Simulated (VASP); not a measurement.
# InP (F-43m) in VASP: further runs

InP is run at these levels: r2SCAN50; tasks: single point.

Everything below comes from runs of VASP 6.6.1. Logs are shortened: lines on timing, memory, paths and dates and some standing lists are left out, and cuts for length are marked.

### Step 1. The cell of the first run

The structure is cubic, space group F-43m (No. 216). Conventional cell: a = 5.741 Å, b = 5.741 Å, c = 5.741 Å, α = 90.00°, β = 90.00°, γ = 90.00°. Within 3.3 Å of In (site symmetry -43m) lie 4 P at 2.49 Å. Within 3.3 Å of P (site symmetry -43m) lie 4 In at 2.49 Å.

### Step 2. Single point, r2SCAN50

Input file POSCAR:

```
InP
1.0
    0.0000000000      2.8706770916      2.8706770916
    2.8706770916      0.0000000000      2.8706770916
    2.8706770916      2.8706770916      0.0000000000
In P
1 1
Direct
    0.0000000000      0.0000000000      0.0000000000
    0.7500000000      0.7500000000      0.7500000000
```

Input file INCAR.step1:

```
SYSTEM = InP
ALGO = Normal
EDIFF = 1E-5
ENCUT = 520
GGA = PE
ISIF = 2
ISMEAR = -1
LASPH = .True.
LCHARG = .False.
LREAL = .False.
LWAVE = .True.
NBANDS = 16
NELM = 80
PREC = Accurate
SIGMA = 0.05
```

Input file INCAR.step2:

```
SYSTEM = InP
AEXX = 0.5
ALGO = Normal
EDIFF = 1E-6
ENCUT = 520
ISIF = 2
ISMEAR = -1
ISTART = 1
LASPH = .True.
LCHARG = .False.
LHFCALC = .True.
LMIXTAU = .True.
LREAL = .False.
LWAVE = .False.
METAGGA = R2SCAN
NBANDS = 16
NELM = 80
PREC = Accurate
PRECFOCK = Normal
SIGMA = 0.05
```

Input file KPOINTS:

```
k-points
0
Gamma
  4 4 4
  0 0 0
```

Potentials or basis: VASP PAW PBE potentials, release 64 (In_d, P).

Launch:

```sh
$ cat potpaw_PBE.64/In_d/POTCAR potpaw_PBE.64/P/POTCAR > POTCAR
$ cp INCAR.step1 INCAR
$ mpirun -np 1 vasp_std > vasp.out
$ cp INCAR.step2 INCAR
$ mpirun -np 1 vasp_std > vasp.out
```

OUTCAR:

```text
SYSTEM = InP
   AEXX = 0.5
   EDIFF = 1E-6
   ENCUT = 520
   ISIF = 2
   ISMEAR = -1
   ISTART = 1
   LASPH = .True.
   LHFCALC = .True.
   LREAL = .False.
   METAGGA = R2SCAN
   NELM = 80
   PREC = Accurate
   PRECFOCK = Normal

 ion  position               nearest neighbor table
   1  0.000  0.000  0.000-   2 2.49   2 2.49   2 2.49   2 2.49
   2  0.750  0.750  0.750-   1 2.49   1 2.49   1 2.49   1 2.49

  LATTYP: Found a face centered cubic cell.
 ALAT       =     5.7413541832

  Lattice vectors:

 A1 = (   0.0000000000,   2.8706770916,   2.8706770916)
 A2 = (   2.8706770916,   0.0000000000,   2.8706770916)
 A3 = (   2.8706770916,   2.8706770916,   0.0000000000)

Analysis of symmetry for initial positions (statically):
=====================================================================
 Subroutine PRICEL returns:
 Original cell was already a primitive cell.

 Routine SETGRP: Setting up the symmetry group for a
 face centered cubic supercell.

 Subroutine GETGRP returns: Found 24 space group operations
 (whereof 24 operations were pure point group operations)
 out of a pool of 48 trial point group operations.

The static configuration has the point symmetry T_d .

Analysis of symmetry for dynamics (positions and initial velocities):
=====================================================================
 Subroutine PRICEL returns:
 Original cell was already a primitive cell.

 Routine SETGRP: Setting up the symmetry group for a
 face centered cubic supercell.

 Subroutine GETGRP returns: Found 24 space group operations
 (whereof 24 operations were pure point group operations)
 out of a pool of 48 trial point group operations.

The dynamic configuration has the point symmetry T_d .

 Subroutine INISYM returns: Found 24 space group operations
 (whereof 24 operations are pure point group operations),
 and found     1 'primitive' translations

----------------------------------------------------------------------------------------

                                     Primitive cell

  volume of cell :      47.3133

  direct lattice vectors                    reciprocal lattice vectors
     0.000000000  2.870677092  2.870677092    -0.174174936  0.174174936  0.174174936
     2.870677092  0.000000000  2.870677092     0.174174936 -0.174174936  0.174174936
     2.870677092  2.870677092  0.000000000     0.174174936  0.174174936 -0.174174936

  length of vectors
     4.059750476  4.059750476  4.059750476     0.301679839  0.301679839  0.301679839

  position of ions in fractional coordinates (direct lattice)
     0.000000000  0.000000000  0.000000000
     0.750000000  0.750000000  0.750000000

  ion indices of the primitive-cell ions
   primitive index   ion index
                 1           1
                 2           2

----------------------------------------------------------------------------------------

 KPOINTS: k-points

Automatic generation of k-mesh.
 Grid dimensions read from file:
 generate k-points for:    4    4    4

 Generating k-lattice:

  Cartesian coordinates                     Fractional coordinates (reciprocal lattice)
    -0.043543734  0.043543734  0.043543734     0.250000000  0.000000000  0.000000000
     0.043543734 -0.043543734  0.043543734     0.000000000  0.250000000  0.000000000
     0.043543734  0.043543734 -0.043543734     0.000000000  0.000000000  0.250000000

  Length of vectors
     0.075419960  0.075419960  0.075419960

  Shift w.r.t. Gamma in fractional coordinates (k-lattice)
     0.000000000  0.000000000  0.000000000

 Subroutine IBZKPT returns following result:
 ===========================================

 Found      8 irreducible k-points:

 Following reciprocal coordinates:
            Coordinates               Weight
  0.000000  0.000000  0.000000      1.000000
  0.250000  0.000000  0.000000      8.000000
  0.500000  0.000000  0.000000      4.000000
  0.250000  0.250000  0.000000      6.000000
  0.500000  0.250000  0.000000     24.000000
 -0.250000  0.250000  0.000000     12.000000
  0.500000  0.500000  0.000000      3.000000
 -0.250000  0.500000  0.250000      6.000000
   k-points           NKPTS =      8   k-points in BZ     NKDIM =     64   number of bands    NBANDS=     16
   number of dos      NEDOS =    301   number of ions     NIONS =      2
   total plane-waves  NPLWV =  27000
   dimension x,y,z NGX =    30 NGY =   30 NGZ =   30
   dimension x,y,z NGXF=    60 NGYF=   60 NGZF=   60
   ions per type =               1   1
   NGX,Y,Z   is equivalent  to a cutoff of  12.28, 12.28, 12.28 a.u.
   NGXF,Y,Z  is equivalent  to a cutoff of  24.57, 24.57, 24.57 a.u.
 SYSTEM =  InP
   PREC   = accura    normal or accurate (medium, high low for compatibility)
   ISTART =      1    job   : 0-new  1-cont  2-samecut
   ICHARG =      0    charge: 1-file 2-atom 10-const
   ISPIN  =      1    spin polarized calculation?
   LNONCOLLINEAR =      F non collinear calculations
   LSORBIT =      F    spin-orbit coupling
   LASPH  =      T    aspherical Exc in radial PAW
   ENCUT  =  520.0 eV  38.22 Ry    6.18 a.u.   7.55  7.55  7.55*2*pi/ulx,y,z
   NELM   =     80;   NELMIN=  2; NELMDL=  0     # of ELM steps
   EDIFF  = 0.1E-05   stopping-criterion for ELM
   LREAL  =      F    real-space projection
   EDIFFG = 0.1E-04   stopping-criterion for IOM
   NSW    =      0    number of steps for IOM
   IBRION =     -1    ionic relax: 0-MD 1-quasi-New 2-CG
   NFREE  =      0    steps in history (QN), initial steepest desc. (CG)
   ISIF   =      2    stress and relaxation
   ISYM   =      3    0-nonsym 1-usesym 2-fastsym
   POTIM  = 0.5000    time-step for ionic-motion
   TEBEG  =    0.0;   TEEND  =   0.0 temperature during run
   PSTRESS=    0.0 pullay stress
   NELECT =      18.0000    total number of electrons
   NUPDOWN=      -1.0000    fix difference up-down
   EMIN   =  10.00;   EMAX   =-10.00  energy-range for DOS
   EFERMI =   0.00;   METHOD = LEGACY
   ISMEAR =    -1;   SIGMA  =   0.05  broadening in eV -4-tet -1-fermi 0-gaus
   EFERMI_NEDOS =   21; number of points for ismear=-14 and -15
   IALGO  =     38    algorithm
   IMIX   =      1    mixing-type and parameters
     AMIX     =   0.40;   BMIX     =  1.00
     AMIX_MAG =   1.60;   BMIX_MAG =  1.00
  volume/ion in A,a.u.               =      23.66       159.64
  Fermi-wavevector in a.u.,A,eV,Ry     =   1.186237  2.241662 19.145537  1.407157
  Thomas-Fermi vector in A             =   2.322414
   LORBIT       =      0    0 simple, 1 ext, 2 COOP (PROOUT), +10 PAW based schemes
   METAGGA = R2SCAN    functional components
   LHFCALC =     T    Hartree Fock is set to
   PRECFOCK=normal    Normal, Fast or Accurate (Low or Medium for compatibility)
   ENCUT4O =  -1.0   cutoff for four orbital integrals eV
   NKREDX  =     1    reduce k-point grid by
   NKREDY  =     1    reduce k-point grid by
   NKREDZ  =     1    reduce k-point grid by
   AEXX    =    0.5000 exact exchange contribution
   HFSCREEN=    0.0000 screening length (either q_TF or 0.3 A-1)
   HFSCREENC=   0.0000 screening length for correlation (either q_TF or 0.3 A-1)
   ENCUTFOCK=  -1.0 apply spherical cutoff to Coloumb kernel
   IVDW    =     0    specifies the selected vdW correction
   LEPSILON=     F    determine dielectric tensor
   LRPA    =     F    only Hartree local field effects (RPA)
 non-spin polarized calculation
  energy-cutoff  :      520.00
  volume of cell :       47.31
 maximum number of plane-waves:      1287
  NGX = 24; NGY = 24; NGZ = 24

 number of electron      17.9999999 magnetization

 Free energy of the ion-electron system (eV)
  ---------------------------------------------------
  ext. energy  EPLUGINS =         0.00000000
  ---------------------------------------------------
  free energy    TOTEN  =       -25.49234239 eV

  energy without entropy =      -25.49234239  energy(sigma->0) =      -25.49234239

 E-fermi :   5.3771     XC(G=0):  -5.7031

 val. band max:        4.2314266399   @ k =   0.0000   0.0000   0.0000
 cond. band min:       8.5637714361   @ k =   0.0000   0.0000   0.0000
 fundamental gap:      4.3323447962
 Fermi energy:         5.3771210953

 k-point     1 :       0.0000    0.0000    0.0000
  band No.  band energies     occupation
      1     -13.7166      2.00000
      2     -13.7166      2.00000
      3     -13.7165      2.00000
      4     -13.5003      2.00000
      5     -13.5003      2.00000
      6     -10.4109      2.00000
      7       4.2314      2.00000
      8       4.2314      2.00000
      9       4.2314      2.00000
     10       8.5638      0.00000
     11      11.5921      0.00000
     12      11.5921      0.00000
     13      11.5921      0.00000
     14      16.8355      0.00000
     15      17.6123      0.00000
     16      17.6123      0.00000

 k-point     2 :       0.2500    0.0000    0.0000
  band No.  band energies     occupation
      1     -13.7901      2.00000
      2     -13.6861      2.00000
      3     -13.6861      2.00000
      4     -13.4983      2.00000
      5     -13.4983      2.00000
      6      -9.5255      2.00000
      7       0.0784      2.00000
      8       3.5095      2.00000
      9       3.5095      2.00000
     10       9.4387      0.00000
     11      12.4467      0.00000
     12      12.4467      0.00000
     13      13.2567      0.00000
     14      16.5237      0.00000
     15      16.5237      0.00000
     16      17.0348      0.00000

 k-point     3 :       0.5000    0.0000    0.0000
  band No.  band energies     occupation
      1     -13.8570      2.00000
      2     -13.6642      2.00000
      3     -13.6642      2.00000
      4     -13.4867      2.00000
      5     -13.4867      2.00000
      6      -8.1135      2.00000
      7      -3.0675      2.00000
      8       2.9516      2.00000
      9       2.9516      2.00000
     10       9.0478      0.00000
     11      12.3504      0.00000
     12      12.3504      0.00000
     13      14.8991      0.00000
     14      18.0215      0.00000
     15      19.1843      0.00000
     16      19.1843      0.00000

 k-point     4 :       0.2500    0.2500    0.0000
  band No.  band energies     occupation
      1     -13.8397      2.00000
      2     -13.6504      2.00000
      3     -13.6504      2.00000
      4     -13.5311      2.00000
      5     -13.4801      2.00000
      6      -9.2346      2.00000
      7       0.3801      2.00000
      8       2.3898      2.00000
      9       2.3898      2.00000
     10       9.6311      0.00000
     11      10.8352      0.00000
     12      14.4822      0.00000
     13      14.4822      0.00000
     14      14.8115      0.00000
     15      18.2657      0.00000
     16      20.8643      0.00000

 k-point     5 :       0.5000    0.2500    0.0000
  band No.  band energies     occupation
      1     -13.8866      2.00000
      2     -13.6338      2.00000
      3     -13.6195      2.00000
      4     -13.5286      2.00000
      5     -13.4767      2.00000
      6      -7.7785      2.00000
      7      -2.3982      2.00000
      8       0.7653      2.00000
      9       1.9431      2.00000
     10       9.7974      0.00000
     11      12.2257      0.00000
     12      14.0412      0.00000
     13      14.6932      0.00000
     14      18.0572      0.00000
     15      19.3492      0.00000
     16      20.6325      0.00000

 k-point     6 :      -0.2500    0.2500    0.0000
  band No.  band energies     occupation
      1     -13.8516      2.00000
      2     -13.6541      2.00000
      3     -13.6476      2.00000
      4     -13.5036      2.00000
      5     -13.4967      2.00000
      6      -8.3051      2.00000
      7      -1.6337      2.00000
      8       0.5944      2.00000
      9       2.8961      2.00000
     10      10.6564      0.00000
     11      12.9161      0.00000
     12      13.3261      0.00000
     13      13.5316      0.00000
     14      15.9249      0.00000
     15      19.0262      0.00000
     16      20.4835      0.00000

 k-point     7 :       0.5000    0.5000    0.0000
  band No.  band energies     occupation
      1     -13.9387      2.00000
      2     -13.5807      2.00000
      3     -13.5807      2.00000
      4     -13.5685      2.00000
      5     -13.4594      2.00000
      6      -7.2438      2.00000
      7      -2.9484      2.00000
      8       1.1652      2.00000
      9       1.1652      2.00000
     10       8.6360      0.00000
     11       9.5102      0.00000
     12      18.0931      0.00000
     13      18.6620      0.00000
     14      18.6620      0.00000
     15      19.2332      0.00000
     16      20.4089      0.00000

 k-point     8 :      -0.2500    0.5000    0.2500
  band No.  band energies     occupation
      1     -13.8981      2.00000
      2     -13.6354      2.00000
      3     -13.5908      2.00000
      4     -13.5298      2.00000
      5     -13.4844      2.00000
      6      -7.1312      2.00000
      7      -2.7043      2.00000
      8       0.3544      2.00000
      9       0.4553      2.00000
     10      11.6132      0.00000
     11      12.6100      0.00000
     12      13.4957      0.00000
     13      13.7133      0.00000
     14      19.3091      0.00000
     15      20.1058      0.00000
     16      20.6809      0.00000

------------------------ aborting loop because EDIFF is reached ----------------------------------------

  FORCE on cell =-STRESS in cart. coord.  units (eV):
  Direction    XX          YY          ZZ          XY          YZ          ZX
  --------------------------------------------------------------------------------------
  -------------------------------------------------------------------------------------
  Total        1.3790510      1.3790510      1.3790510      0.0000000     -0.0000000     -0.0000000
  in kB       46.6990333     46.6990333     46.6990333      0.0000000     -0.0000000     -0.0000000
  external PRESSURE =      46.6990333 kB  Pullay stress =       0.0000000 kB

 VOLUME and BASIS-vectors are now :
 -----------------------------------------------------------------------------
  energy-cutoff  :      520.00
  volume of cell :       47.31
      direct lattice vectors                 reciprocal lattice vectors
     0.000000000  2.870677092  2.870677092    -0.174174936  0.174174936  0.174174936
     2.870677092  0.000000000  2.870677092     0.174174936 -0.174174936  0.174174936
     2.870677092  2.870677092  0.000000000     0.174174936  0.174174936 -0.174174936

 POSITION                                       TOTAL-FORCE (eV/Angst)
 -----------------------------------------------------------------------------------
      0.00000      0.00000      0.00000        -0.000000      0.000000      0.000000
      4.30602      4.30602      4.30602         0.000000     -0.000000     -0.000000
 -----------------------------------------------------------------------------------
    total drift:                               -0.000042     -0.000068     -0.000032

  FREE ENERGIE OF THE ION-ELECTRON SYSTEM (eV)
  ---------------------------------------------------
  free  energy   TOTEN  =       -25.4923423872 eV

  energy  without entropy=      -25.4923423872  energy(sigma->0) =      -25.49234239
```

It took 13 min on 1 thread of Intel Xeon 8259CL, shared host; peak memory 0.18 GiB.

Results:

- Free energy: -25.4923 eV
- Pressure: 4.7 GPa
- Band gap on the k mesh: 4.33 eV

Caveat: the k points lie up to 0.47 Å⁻¹ apart; the PAW data sets were made with another functional, which shifts forces and pressure a little; spin-orbit coupling is left out, which moves the levels of the heavy elements.

### Step 3. Single point, r2SCAN50

This run uses another cell than the first one, of 24.16 Å³/atom.

Input file POSCAR:

```
InP
1.0
    0.0000000000      2.8908937935      2.8908937935
    2.8908937935      0.0000000000      2.8908937935
    2.8908937935      2.8908937935      0.0000000000
In P
1 1
Direct
    0.0000000000      0.0000000000      0.0000000000
    0.7500000000      0.7500000000      0.7500000000
```

Input file INCAR.step1:

```
SYSTEM = InP
ALGO     = Normal         ! electronic algorithm
EDIFF    = 1E-5           ! SCF threshold, eV
ENCUT    = 520            ! plane-wave cutoff, eV
GGA      = PE             ! functional
ISIF     = 2              ! what is computed and relaxed
ISMEAR   = -1             ! smearing method
LASPH    = .TRUE.         ! aspherical terms in the spheres
LREAL    = .FALSE.        ! projectors in reciprocal space
LWAVE    = .TRUE.         ! write WAVECAR
NBANDS   = 16             ! bands
NELM     = 60             ! most SCF steps
PREC     = Accurate       ! precision mode
SIGMA    = 0.05           ! smearing width, eV
```

Input file INCAR.step2:

```
SYSTEM = InP
AEXX     = 0.5            ! exact-exchange fraction
ALGO     = Normal         ! electronic algorithm
EDIFF    = 1E-7           ! SCF threshold, eV
ENCUT    = 520            ! plane-wave cutoff, eV
ISIF     = 2              ! what is computed and relaxed
ISMEAR   = -1             ! smearing method
ISTART   = 1            
LASPH    = .TRUE.         ! aspherical terms in the spheres
LCHARG   = .TRUE.         ! write CHGCAR
LELF     = .TRUE.         ! ELF
LHFCALC  = .TRUE.         ! exact exchange
LMIXTAU  = .TRUE.       
LREAL    = .FALSE.        ! projectors in reciprocal space
LVHAR    = .TRUE.       
LWAVE    = .FALSE.        ! write WAVECAR
METAGGA  = R2SCAN         ! meta-GGA
NBANDS   = 16             ! bands
NELM     = 60             ! most SCF steps
PREC     = Accurate       ! precision mode
PRECFOCK = Normal       
SIGMA    = 0.05           ! smearing width, eV
```

Input file KPOINTS:

```
k-points
0
G
  4 4 4
  0 0 0
```

Potentials or basis: VASP PAW PBE potentials, release 64 (In_d, P).

Launch:

```sh
$ cat potpaw_PBE.64/In_d/POTCAR potpaw_PBE.64/P/POTCAR > POTCAR
$ cp INCAR.step1 INCAR
$ mpirun -np 1 vasp_std > vasp.out
$ cp INCAR.step2 INCAR
$ mpirun -np 1 vasp_std > vasp.out
```

Run time: 15 min. Hardware: 1 thread of Intel Xeon 8259CL, shared host; peak memory 0.19 GiB.

The run converged. Its results:

```yaml
Free_energy: -25.5158 eV
Pressure: 2.7 GPa
Band_gap_on_the_k_mesh: 4.19 eV
```

Levels at points of the mesh, in eV from the valence-band top:
| k point | band 5 | band 6 | band 7 | band 8 | band 9 | band 10 | band 11 | band 12 | band 13 | band 14 |
| --- | --- | --- | --- | --- | --- | --- | --- | --- | --- | --- |
| (0.00, 0.00, 0.00) | -17.71 | -14.47 | 0.00 | 0.00 | 0.00 | 4.19 | 7.36 | 7.36 | 7.36 | 12.47 |
| (0.50, 0.00, 0.00) | -17.69 | -12.25 | -7.16 | -1.24 | -1.24 | 4.75 | 8.11 | 8.11 | 10.62 | 13.64 |
| (0.50, 0.50, 0.00) | -17.67 | -11.41 | -7.07 | -2.98 | -2.98 | 4.44 | 5.28 | 13.68 | 14.26 | 14.26 |

Caveat: the k points lie up to 0.47 Å⁻¹ apart; the PAW data sets were made with another functional, which shifts forces and pressure a little; spin-orbit coupling is left out, which moves the levels of the heavy elements. A k mesh can miss the band edges.

(Continued in part 2 of 2.)
